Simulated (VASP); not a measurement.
# Mn2Ni (Fm-3m) in VASP: notebook, part 2 of 2

VASP 6.6.1. The steps go on from the part before.

## Step 3: Relaxation of cell and atoms, PBE, collinear spin, ferromagnetic start

This run uses another cell than the first one, of 11.67 Å³/atom.

INCAR

```
SYSTEM = Mn2Ni
PREC = Accurate
ENCUT = 600
EDIFF = 1E-6
ISMEAR = 0
SIGMA = 0.1
LREAL = .FALSE.
LASPH = .TRUE.
NELM = 150
ALGO = Normal
ISIF = 3
LWAVE = .FALSE.
LCHARG = .FALSE.
ISPIN = 2
MAGMOM = 2.1 2.1 0.47
LORBIT = 11
LMAXMIX = 4
GGA = PE
IBRION = 2
NSW = 90
EDIFFG = -0.04
```

KPOINTS

```
regular mesh
0
G
  6 6 6
  0 0 0
```

POSCAR

```
Mn2Ni
1.0
    0.0000000000      2.5968205589      2.5968205589
    2.5968205589      0.0000000000      2.5968205589
    2.5968205589      2.5968205589      0.0000000000
Mn Ni
2 1
Direct
    0.2500000000      0.2500000000      0.2500000000
    0.7500000000      0.7500000000      0.7500000000
    0.0000000000      0.0000000000      0.0000000000
```

Potentials or basis: VASP PAW PBE potentials, release 64 (Mn_pv, Ni).

The run is started by

```bash
$ cat potpaw_PBE.64/Mn_pv/POTCAR potpaw_PBE.64/Ni/POTCAR > POTCAR
$ mpirun -np 1 vasp_std > vasp.out
```

OUTCAR:

```text
SYSTEM = Mn2Ni
   PREC = Accurate
   ENCUT = 600
   EDIFF = 1E-6
   ISMEAR = 0
   LREAL = .FALSE.
   LASPH = .TRUE.
   NELM = 150
   ISIF = 3
   ISPIN = 2
   LORBIT = 11
   GGA = PE
   IBRION = 2
   NSW = 90
   EDIFFG = -0.04

 ion  position               nearest neighbor table
   1  0.250  0.250  0.250-   3 2.25   3 2.25   3 2.25   3 2.25   2 2.60   2 2.60   2 2.60   2 2.60
                             2 2.60   2 2.60
   2  0.750  0.750  0.750-   3 2.25   3 2.25   3 2.25   3 2.25   1 2.60   1 2.60   1 2.60   1 2.60
                             1 2.60   1 2.60
   3  0.000  0.000  0.000-   2 2.25   2 2.25   2 2.25   1 2.25   2 2.25   1 2.25   1 2.25   1 2.25

  LATTYP: Found a face centered cubic cell.
 ALAT       =     5.1936411178

  Lattice vectors:

 A1 = (   0.0000000000,   2.5968205589,   2.5968205589)
 A2 = (   2.5968205589,   0.0000000000,   2.5968205589)
 A3 = (   2.5968205589,   2.5968205589,   0.0000000000)

Analysis of symmetry for initial positions (statically):
=====================================================================
 Subroutine PRICEL returns:
 Original cell was already a primitive cell.

 Routine SETGRP: Setting up the symmetry group for a
 face centered cubic supercell.

 Subroutine GETGRP returns: Found 48 space group operations
 (whereof 48 operations were pure point group operations)
 out of a pool of 48 trial point group operations.

The static configuration has the point symmetry O_h .

Analysis of symmetry for dynamics (positions and initial velocities):
=====================================================================
 Subroutine PRICEL returns:
 Original cell was already a primitive cell.

 Routine SETGRP: Setting up the symmetry group for a
 face centered cubic supercell.

 Subroutine GETGRP returns: Found 48 space group operations
 (whereof 48 operations were pure point group operations)
 out of a pool of 48 trial point group operations.

The dynamic configuration has the point symmetry O_h .

Analysis of structural, dynamic, and magnetic symmetry:
=====================================================================
 Subroutine PRICEL returns:
 Original cell was already a primitive cell.

 Routine SETGRP: Setting up the symmetry group for a
 face centered cubic supercell.

 Subroutine GETGRP returns: Found 48 space group operations
 (whereof 48 operations were pure point group operations)
 out of a pool of 48 trial point group operations.

The overall configuration has the point symmetry O_h .

 Subroutine INISYM returns: Found 48 space group operations
 (whereof 48 operations are pure point group operations),
 and found     1 'primitive' translations

----------------------------------------------------------------------------------------

                                     Primitive cell

  volume of cell :      35.0232

  direct lattice vectors                    reciprocal lattice vectors
     0.000000000  2.596820559  2.596820559    -0.192543146  0.192543146  0.192543146
     2.596820559  0.000000000  2.596820559     0.192543146 -0.192543146  0.192543146
     2.596820559  2.596820559  0.000000000     0.192543146  0.192543146 -0.192543146

  length of vectors
     3.672458853  3.672458853  3.672458853     0.333494512  0.333494512  0.333494512

[... 60 lines left out ...]
   ions per type =               2   1
   NGX,Y,Z   is equivalent  to a cutoff of  13.58, 13.58, 13.58 a.u.
   NGXF,Y,Z  is equivalent  to a cutoff of  27.16, 27.16, 27.16 a.u.
 SYSTEM =  Mn2Ni
   PREC   = accura    normal or accurate (medium, high low for compatibility)
   ISTART =      0    job   : 0-new  1-cont  2-samecut
   ICHARG =      2    charge: 1-file 2-atom 10-const
   ISPIN  =      2    spin polarized calculation?
   LNONCOLLINEAR =      F non collinear calculations
   LSORBIT =      F    spin-orbit coupling
   LASPH  =      T    aspherical Exc in radial PAW
   ENCUT  =  600.0 eV  44.10 Ry    6.64 a.u.   7.33  7.33  7.33*2*pi/ulx,y,z
   NELM   =    150;   NELMIN=  2; NELMDL= -5     # of ELM steps
   EDIFF  = 0.1E-05   stopping-criterion for ELM
   LREAL  =      F    real-space projection
   EDIFFG = -.4E-01   stopping-criterion for IOM
   NSW    =     90    number of steps for IOM
   IBRION =      2    ionic relax: 0-MD 1-quasi-New 2-CG
   NFREE  =      1    steps in history (QN), initial steepest desc. (CG)
   ISIF   =      3    stress and relaxation
   ISYM   =      2    0-nonsym 1-usesym 2-fastsym
   POTIM  = 0.5000    time-step for ionic-motion
   TEBEG  =    0.0;   TEEND  =   0.0 temperature during run
   PSTRESS=    0.0 pullay stress
   NELECT =      36.0000    total number of electrons
   NUPDOWN=      -1.0000    fix difference up-down
   EMIN   =  10.00;   EMAX   =-10.00  energy-range for DOS
   EFERMI =   0.00;   METHOD = LEGACY
   ISMEAR =     0;   SIGMA  =   0.10  broadening in eV -4-tet -1-fermi 0-gaus
   EFERMI_NEDOS =   21; number of points for ismear=-14 and -15
   IALGO  =     38    algorithm
   IMIX   =      4    mixing-type and parameters
     AMIX     =   0.40;   BMIX     =  1.00
     AMIX_MAG =   1.60;   BMIX_MAG =  1.00
  volume/ion in A,a.u.               =      11.67        78.78
  Fermi-wavevector in a.u.,A,eV,Ry     =   1.652179  3.122165 37.139755  2.729695
  Thomas-Fermi vector in A             =   2.740832
   LORBIT       =     11    0 simple, 1 ext, 2 COOP (PROOUT), +10 PAW based schemes
   GGA     = PE    functional components
   LHFCALC =     F    Hartree Fock is set to
   AEXX    =    0.0000 exact exchange contribution
   IVDW    =     0    specifies the selected vdW correction
   LEPSILON=     F    determine dielectric tensor
   LRPA    =     F    only Hartree local field effects (RPA)
 conjugate gradient relaxation of ions
 spin polarized calculation
 Gauss-broadening in eV      SIGMA  =   0.10
  energy-cutoff  :      600.00
  volume of cell :       35.02
 maximum number of plane-waves:      1211
 NGX is ok and might be reduce to    30
   NGX = 15   NGY = 15   NGZ = 15

--------------------------------------- Ionic step        1  -------------------------------------------

 number of electron      36.0000018 magnetization       4.6603457

 Free energy of the ion-electron system (eV)
  ---------------------------------------------------
  ext. energy  EPLUGINS =         0.00000000
  ---------------------------------------------------
  free energy    TOTEN  =       -20.90971555 eV

  energy without entropy =      -20.88177881  energy(sigma->0) =      -20.89574718

------------------------ aborting loop because EDIFF is reached ----------------------------------------

  FORCE on cell =-STRESS in cart. coord.  units (eV):
  Direction    XX          YY          ZZ          XY          YZ          ZX
  --------------------------------------------------------------------------------------
  -------------------------------------------------------------------------------------
  Total        6.9493226      6.9493226      6.9493226     -0.0000000      0.0000000      0.0000000
  in kB      317.9049108    317.9049108    317.9049108     -0.0000000      0.0000000      0.0000000
  external PRESSURE =     317.9049108 kB  Pullay stress =       0.0000000 kB
[... 100 lines left out ...]
--------------------------------------- Ionic step        4  -------------------------------------------

 number of electron      36.0000000 magnetization       8.0647983

 Free energy of the ion-electron system (eV)
  ---------------------------------------------------
  ext. energy  EPLUGINS =         0.00000000
  ---------------------------------------------------
  free energy    TOTEN  =       -22.05745287 eV

  energy without entropy =      -22.04458074  energy(sigma->0) =      -22.05101680

 E-fermi :   6.3701     XC(G=0): -11.5584

 val. band max:        6.3372180811   @ k =  -0.3333   0.5000   0.1667
 cond. band min:       6.3976312406   @ k =  -0.3333   0.3333   0.1667
 fundamental gap:      0.0604131595
 Fermi energy:         6.3700822228

 spin component 1

 k-point     1 :       0.0000    0.0000    0.0000
  band No.  band energies     occupation
      1     -43.0704      1.00000
      2     -43.0704      1.00000
      3     -43.0704      1.00000
      4     -42.9924      1.00000
      5     -42.9924      1.00000
      6     -42.9924      1.00000
[... 421 lines left out ...]
     23       7.1843      0.00000
     24       7.3674      0.00000
 Fermi energy:         6.3700822228

 spin component 2

 k-point     1 :       0.0000    0.0000    0.0000
  band No.  band energies     occupation
      1     -39.2618      1.00000
      2     -39.2618      1.00000
      3     -39.2618      1.00000
      4     -39.1723      1.00000
      5     -39.1723      1.00000
      6     -39.1723      1.00000
[... 451 lines left out ...]
  FREE ENERGIE OF THE ION-ELECTRON SYSTEM (eV)
  ---------------------------------------------------
  free  energy   TOTEN  =       -22.0574528724 eV

  energy  without entropy=      -22.0445807367  energy(sigma->0) =      -22.05101680

 reached required accuracy - stopping structural energy minimisation

 total charge

# of ion       s       p       d       tot
------------------------------------------
    1        0.345   6.209   4.981  11.535
    2        0.345   6.209   4.981  11.535
    3        0.596   0.475   8.350   9.420
--------------------------------------------------
tot          1.285  12.892  18.312  32.490

 magnetization (x)

# of ion       s       p       d       tot
------------------------------------------
    1        0.004   0.017   3.556   3.577
    2        0.004   0.017   3.556   3.577
    3       -0.062  -0.016   0.703   0.625
--------------------------------------------------
tot         -0.053   0.018   7.814   7.779
```

Wall time 6.9 min (1 thread of Intel Xeon 8259CL, shared host); peak memory 0.21 GiB.

Results:

```
Free energy                                           : -22.0575 eV
Relaxed volume                                        : 15.31 Å³/atom
Relaxed cell                                          : a = 4.020 Å, b = 4.020 Å, c = 4.020 Å, α = 60.00°, β = 60.00°, γ = 60.00°
Space group after relaxing (to 0.1 Å)                 : Fm-3m (No. 225)
Energy gained by relaxing                             : 382.6 meV/atom
Ionic steps                                           : 4
Pressure after relaxing                               : 0.0 GPa
Net moment                                            : 8.06 μB per cell
Site moments                                          : Mn +3.58; Ni +0.62 μB
Valence electrons inside the program's atomic spheres : Mn 11.54; Ni 9.42
```

Step by step:
```tsv
step	energy change (eV)	largest force (eV/Å)	pressure (GPa)	volume (Å³)
1	0.0000	0.0000	31.79	35.02
2	-1.1189	0.0000	-4.09	48.13
3	-1.1458	0.0000	-1.12	46.48
4	-1.1477	0.0000	-0.01	45.92
```

Final structure:
```
Mn Ni
1.0
     0.00000    2.84223    2.84223
     2.84223    0.00000    2.84223
     2.84223    2.84223    0.00000
Mn Ni
2 1
Direct
  0.25000 0.25000 0.25000
  0.75000 0.75000 0.75000
  0.00000 0.00000 0.00000
```

Caveat: the volume moved by over 15 % at a fixed basis, so the end points are rough.
